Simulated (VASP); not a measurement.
# Hf (Im-3m) in VASP: further runs

Runs on Hf. Level: LDA. Tasks: single point.

Everything below comes from runs of VASP 6.6.1. Logs are shortened: lines on timing, memory, paths and dates and some standing lists are left out, and cuts for length are marked.

## (1) The cell of the first run

It takes space group Im-3m (No. 229, cubic). The conventional cell has a = 3.445 Å, b = 3.445 Å, c = 3.445 Å, α = 90.00°, β = 90.00°, γ = 90.00°. Hf (site symmetry m-3m) has 14 Hf at 2.98 to 3.44 Å within 3.9 Å.

## (2) Single point, LDA

The input, INCAR:

```
SYSTEM = Hf
ALGO = Normal ; EDIFF = 1E-6
ENCUT = 520 ; ISIF = 2
ISMEAR = -1 ; LASPH = .TRUE.
LCHARG = .FALSE. ; LREAL = .FALSE.
LWAVE = .FALSE. ; NBANDS = 11
NELM = 100 ; PREC = Accurate
SIGMA = 0.1
```

The input, KPOINTS:

```
k-points
0
G
  12 12 12
  0 0 0
```

The input, POSCAR:

```
Hf
1.0
   -1.7224997211      1.7224997211      1.7224997211
    1.7224997211     -1.7224997211      1.7224997211
    1.7224997211      1.7224997211     -1.7224997211
Hf
1
Direct
    0.0000000000      0.0000000000      0.0000000000
```

Potentials or basis: VASP PAW LDA potentials, release 64 (Hf_pv).

On the command line:

```bash
$ cat potpaw_LDA.64/Hf_pv/POTCAR > POTCAR
$ mpirun -np 1 vasp_std > vasp.out
```

OUTCAR:

```text
SYSTEM = Hf
   EDIFF = 1E-6
   ENCUT = 520
   ISIF = 2
   ISMEAR = -1
   LASPH = .TRUE.
   LREAL = .FALSE.
   NELM = 100
   PREC = Accurate

 ion  position               nearest neighbor table
   1  0.000  0.000  0.000-

  LATTYP: Found a body centered cubic cell.
 ALAT       =     3.4449994422

  Lattice vectors:

 A1 = (  -1.7224997211,   1.7224997211,   1.7224997211)
 A2 = (   1.7224997211,  -1.7224997211,   1.7224997211)
 A3 = (   1.7224997211,   1.7224997211,  -1.7224997211)

Analysis of symmetry for initial positions (statically):
=====================================================================
 Subroutine PRICEL returns:
 Original cell was already a primitive cell.

 Routine SETGRP: Setting up the symmetry group for a
 body centered cubic supercell.

 Subroutine GETGRP returns: Found 48 space group operations
 (whereof 48 operations were pure point group operations)
 out of a pool of 48 trial point group operations.

The static configuration has the point symmetry O_h .

Analysis of symmetry for dynamics (positions and initial velocities):
=====================================================================
 Subroutine PRICEL returns:
 Original cell was already a primitive cell.

 Routine SETGRP: Setting up the symmetry group for a
 body centered cubic supercell.

 Subroutine GETGRP returns: Found 48 space group operations
 (whereof 48 operations were pure point group operations)
 out of a pool of 48 trial point group operations.

The dynamic configuration has the point symmetry O_h .

 Subroutine INISYM returns: Found 48 space group operations
 (whereof 48 operations are pure point group operations),
 and found     1 'primitive' translations

----------------------------------------------------------------------------------------

                                     Primitive cell

  volume of cell :      20.4427

  direct lattice vectors                    reciprocal lattice vectors
    -1.722499721  1.722499721  1.722499721     0.000000000  0.290275809  0.290275809
     1.722499721 -1.722499721  1.722499721     0.290275809  0.000000000  0.290275809
     1.722499721  1.722499721 -1.722499721     0.290275809  0.290275809  0.000000000

  length of vectors
     2.983457033  2.983457033  2.983457033     0.410511986  0.410511986  0.410511986

  position of ions in fractional coordinates (direct lattice)
     0.000000000  0.000000000  0.000000000

  ion indices of the primitive-cell ions
   primitive index   ion index
                 1           1

----------------------------------------------------------------------------------------

 KPOINTS: k-points

Automatic generation of k-mesh.
 Grid dimensions read from file:
 generate k-points for:   12   12   12

 Generating k-lattice:

  Cartesian coordinates                     Fractional coordinates (reciprocal lattice)
     0.000000000  0.024189651  0.024189651     0.083333333  0.000000000  0.000000000
     0.024189651  0.000000000  0.024189651     0.000000000  0.083333333  0.000000000
     0.024189651  0.024189651  0.000000000     0.000000000  0.000000000  0.083333333

  Length of vectors
     0.034209332  0.034209332  0.034209332

  Shift w.r.t. Gamma in fractional coordinates (k-lattice)
     0.000000000  0.000000000  0.000000000

 Subroutine IBZKPT returns following result:
 ===========================================

 Found     72 irreducible k-points:

 Following reciprocal coordinates:
            Coordinates               Weight
  0.000000  0.000000  0.000000      1.000000
  0.083333  0.000000  0.000000     12.000000
  0.166667  0.000000  0.000000     12.000000
  0.250000  0.000000  0.000000     12.000000
  0.333333  0.000000  0.000000     12.000000
  0.416667  0.000000  0.000000     12.000000
[... 16 lines left out ...]
  0.333333  0.083333  0.083333     24.000000
  0.416667  0.083333  0.083333     12.000000
 [... further k-points ...]
   k-points           NKPTS =     72   k-points in BZ     NKDIM =     72   number of bands    NBANDS=     11
   number of dos      NEDOS =    301   number of ions     NIONS =      1
   total plane-waves  NPLWV =  13824
   dimension x,y,z NGX =    24 NGY =   24 NGZ =   24
   dimension x,y,z NGXF=    48 NGYF=   48 NGZF=   48
   ions per type =               1
   NGX,Y,Z   is equivalent  to a cutoff of  13.37, 13.37, 13.37 a.u.
   NGXF,Y,Z  is equivalent  to a cutoff of  26.75, 26.75, 26.75 a.u.
 SYSTEM =  Hf
   PREC   = accura    normal or accurate (medium, high low for compatibility)
   ISTART =      0    job   : 0-new  1-cont  2-samecut
   ICHARG =      2    charge: 1-file 2-atom 10-const
   ISPIN  =      1    spin polarized calculation?
   LNONCOLLINEAR =      F non collinear calculations
   LSORBIT =      F    spin-orbit coupling
   LASPH  =      T    aspherical Exc in radial PAW
   ENCUT  =  520.0 eV  38.22 Ry    6.18 a.u.   5.55  5.55  5.55*2*pi/ulx,y,z
   NELM   =    100;   NELMIN=  2; NELMDL= -5     # of ELM steps
   EDIFF  = 0.1E-05   stopping-criterion for ELM
   LREAL  =      F    real-space projection
   EDIFFG = 0.1E-04   stopping-criterion for IOM
   NSW    =      0    number of steps for IOM
   IBRION =     -1    ionic relax: 0-MD 1-quasi-New 2-CG
   NFREE  =      0    steps in history (QN), initial steepest desc. (CG)
   ISIF   =      2    stress and relaxation
   ISYM   =      2    0-nonsym 1-usesym 2-fastsym
   POTIM  = 0.5000    time-step for ionic-motion
   TEBEG  =    0.0;   TEEND  =   0.0 temperature during run
   PSTRESS=    0.0 pullay stress
   NELECT =      10.0000    total number of electrons
   NUPDOWN=      -1.0000    fix difference up-down
   EMIN   =  10.00;   EMAX   =-10.00  energy-range for DOS
   EFERMI =   0.00;   METHOD = LEGACY
   ISMEAR =    -1;   SIGMA  =   0.10  broadening in eV -4-tet -1-fermi 0-gaus
   EFERMI_NEDOS =   21; number of points for ismear=-14 and -15
   IALGO  =     38    algorithm
   IMIX   =      4    mixing-type and parameters
     AMIX     =   0.40;   BMIX     =  1.00
     AMIX_MAG =   1.60;   BMIX_MAG =  1.00
  volume/ion in A,a.u.               =      20.44       137.95
  Fermi-wavevector in a.u.,A,eV,Ry     =   1.289919  2.437593 22.638601  1.663890
  Thomas-Fermi vector in A             =   2.421782
   LORBIT       =      0    0 simple, 1 ext, 2 COOP (PROOUT), +10 PAW based schemes
   GGA     = CA    functional components
   LHFCALC =     F    Hartree Fock is set to
   AEXX    =    0.0000 exact exchange contribution
   IVDW    =     0    specifies the selected vdW correction
   LEPSILON=     F    determine dielectric tensor
   LRPA    =     F    only Hartree local field effects (RPA)
 non-spin polarized calculation
  energy-cutoff  :      520.00
  volume of cell :       20.44
 maximum number of plane-waves:       586
 NGX is ok and might be reduce to    24
   NGX = 11   NGY = 11   NGZ = 11

 number of electron      10.0000001 magnetization

 Free energy of the ion-electron system (eV)
  ---------------------------------------------------
  ext. energy  EPLUGINS =         0.00000000
  ---------------------------------------------------
  free energy    TOTEN  =       -10.57774539 eV

  energy without entropy =      -10.52385578  energy(sigma->0) =      -10.55080058

 E-fermi :   5.0586     XC(G=0): -11.8842

 val. band max:        5.0513817060   @ k =   0.1667   0.0833   0.0833
 cond. band min:       5.0863748162   @ k =  -0.3333   0.3333   0.0833
 fundamental gap:      0.0349931102
 Fermi energy:         5.0585512407

 k-point     1 :       0.0000    0.0000    0.0000
  band No.  band energies     occupation
      1     -24.2378      2.00000
      2     -24.2378      2.00000
      3     -24.2378      2.00000
      4      -2.1649      2.00000
      5       6.5921      0.00000
      6       6.5921      0.00000
      7       6.5921      0.00000
      8       9.6574      0.00000
      9       9.6574      0.00000
     10      17.7290      0.00000
     11      18.8865      0.00000

 k-point     2 :       0.0833    0.0000    0.0000
  band No.  band energies     occupation
      1     -24.3200      2.00000
      2     -24.2627      2.00000
      3     -24.2383      2.00000
      4      -1.8780      2.00000
      5       6.3926      0.00000
      6       6.5125      0.00000
      7       6.8764      0.00000
      8       9.3442      0.00000
      9       9.6532      0.00000
     10      17.7289      0.00000
     11      19.1618      0.00000

 k-point     3 :       0.1667    0.0000    0.0000
  band No.  band energies     occupation
      1     -24.5389      2.00000
      2     -24.3301      2.00000
      3     -24.2397      2.00000
      4      -1.0829      2.00000
      5       5.9000      0.00044
      6       6.1479      0.00004
      7       7.7117      0.00000
      8       8.9870      0.00000
      9       9.6818      0.00000
     10      17.7281      0.00000
     11      19.6614      0.00000

 k-point     4 :       0.2500    0.0000    0.0000
  band No.  band energies     occupation
      1     -24.8254      2.00000
      2     -24.4208      2.00000
      3     -24.2418      2.00000
      4       0.0027      2.00000
      5       5.3194      0.13725
      6       5.6065      0.00831
      7       9.0413      0.00000
      8       9.1087      0.00000
      9       9.8205      0.00000
     10      17.7254      0.00000
     11      19.2379      0.00000
[... 239 lines left out ...]
 k-point    22 :       0.2500    0.0833    0.0833
  band No.  band energies     occupation
      1     -25.1056      2.00000
      2     -24.5191      2.00000
      3     -24.3126      2.00000
      4       1.4982      2.00000
      5       4.6189      1.97565
      6       4.9941      1.31173
      7       9.6246      0.00000
      8      10.2131      0.00000
      9      11.7721      0.00000
     10      17.6883      0.00000
     11      18.3294      0.00000

 k-point    23 :       0.3333    0.0833    0.0833
  band No.  band energies     occupation
      1     -25.2402      2.00000
      2     -24.6145      2.00000
      3     -24.3188      2.00000
      4       1.9538      2.00000
      5       4.3506      1.99832
      6       5.6326      0.00640
      7       9.8082      0.00000
      8      10.5250      0.00000
      9      13.3883      0.00000
     10      16.1141      0.00000
     11      17.2748      0.00000

 k-point    24 :       0.4167    0.0833    0.0833
  band No.  band energies     occupation
      1     -25.2875      2.00000
      2     -24.6504      2.00000
      3     -24.3211      2.00000
      4       2.0178      2.00000
      5       4.2600      1.99932
      6       6.1725      0.00003
      7       9.7849      0.00000
      8      10.6610      0.00000
      9      14.2187      0.00000
     10      15.1769      0.00000
     11      16.8213      0.00000

 [... further k-points ...]

------------------------ aborting loop because EDIFF is reached ----------------------------------------

  FORCE on cell =-STRESS in cart. coord.  units (eV):
  Direction    XX          YY          ZZ          XY          YZ          ZX
  --------------------------------------------------------------------------------------
  -------------------------------------------------------------------------------------
  Total        0.0213591      0.0213591      0.0213591      0.0000000      0.0000000     -0.0000000
  in kB        1.6740019      1.6740019      1.6740019      0.0000000      0.0000000     -0.0000000
  external PRESSURE =       1.6740019 kB  Pullay stress =       0.0000000 kB

 VOLUME and BASIS-vectors are now :
 -----------------------------------------------------------------------------
  energy-cutoff  :      520.00
  volume of cell :       20.44
      direct lattice vectors                 reciprocal lattice vectors
    -1.722499721  1.722499721  1.722499721     0.000000000  0.290275809  0.290275809
     1.722499721 -1.722499721  1.722499721     0.290275809  0.000000000  0.290275809
     1.722499721  1.722499721 -1.722499721     0.290275809  0.290275809  0.000000000

 POSITION                                       TOTAL-FORCE (eV/Angst)
 -----------------------------------------------------------------------------------
      0.00000      0.00000      0.00000        -0.000000      0.000000     -0.000000
 -----------------------------------------------------------------------------------
    total drift:                                0.000000      0.000000      0.000000

  FREE ENERGIE OF THE ION-ELECTRON SYSTEM (eV)
  ---------------------------------------------------
  free  energy   TOTEN  =       -10.5777453867 eV

  energy  without entropy=      -10.5238557781  energy(sigma->0) =      -10.55080058
```

It took 5.6 s on 1 thread of AMD EPYC 9R45 (Zen 5), shared host; peak memory 0.1 GiB.

What came out:

```
Free energy            : -10.5777 eV
Pressure               : 0.2 GPa
Band gap on the k mesh : zero (band 5 reaches 6.59 eV, above the bottom of band 6 at 4.34 eV)
```

Levels at points of the mesh, in eV from the Fermi level:
```
           k point  band 3  band 4  band 5  band 6  band 7  band 8
(0.00, 0.00, 0.00)  -29.30   -7.22    1.53    1.53    1.53    4.60
(0.50, 0.00, 0.00)  -29.30   -3.63   -0.69    1.63    4.47    5.56
(0.50, 0.50, 0.50)  -30.07   -2.96   -2.96    7.44    7.44    7.44
```

Caveat: spin-orbit coupling is left out, which moves the levels of the heavy elements.

## (3) Single point, LDA (volume scaled by 0.88)

The input, INCAR:

```
SYSTEM = Hf
PREC = Accurate
ENCUT = 520
EDIFF = 1E-7
ISMEAR = -1
SIGMA = 0.1
LREAL = .False.
LASPH = .True.
NELM = 80
ALGO = Normal
ISIF = 2
LWAVE = .False.
LCHARG = .True.
LELF = .True.
LVHAR = .True.
NBANDS = 11
```

The input, KPOINTS:

```
regular mesh
0
Gamma
  14 14 14
  0 0 0
```

The input, POSCAR:

```
Hf
1.0
   -1.6506438735      1.6506438735      1.6506438735
    1.6506438735     -1.6506438735      1.6506438735
    1.6506438735      1.6506438735     -1.6506438735
Hf
1
Direct
    0.0000000000      0.0000000000      0.0000000000
```

Potentials or basis: VASP PAW LDA potentials, release 64 (Hf_pv).

On the command line:

```bash
$ cat potpaw_LDA.64/Hf_pv/POTCAR > POTCAR
$ mpirun -np 1 vasp_std > vasp.out
```

Wall time 8.8 s (1 thread of AMD EPYC 9R45 (Zen 5), shared host); peak memory 0.11 GiB.

Results (log left out):

```yaml
Free_energy: -10.4484 eV
Pressure: 17.9 GPa
Band_gap_on_the_k_mesh: zero (band 5 reaches 7.63 eV, above the bottom of band 6 at 5.24 eV)
```

Levels at points of the mesh, in eV from the Fermi level:
| k point | band 1 | band 2 | band 3 | band 4 | band 5 | band 6 | band 7 | band 8 | band 9 | band 10 |
| --- | --- | --- | --- | --- | --- | --- | --- | --- | --- | --- |
| (0.00, 0.00, 0.00) | -28.83 | -28.83 | -28.83 | -7.59 | 1.57 | 1.57 | 1.57 | 5.05 | 5.05 | 13.07 |
| (0.50, 0.00, 0.00) | -30.50 | -29.35 | -28.85 | -4.12 | -1.02 | 2.34 | 5.04 | 6.26 | 9.68 | 11.65 |
| (0.50, 0.50, 0.50) | -29.97 | -29.97 | -29.97 | -3.66 | -3.66 | 8.50 | 8.50 | 8.50 | 9.34 | 9.34 |

Caveat: spin-orbit coupling is left out, which moves the levels of the heavy elements.

(Part 1 of 2 ends here.)
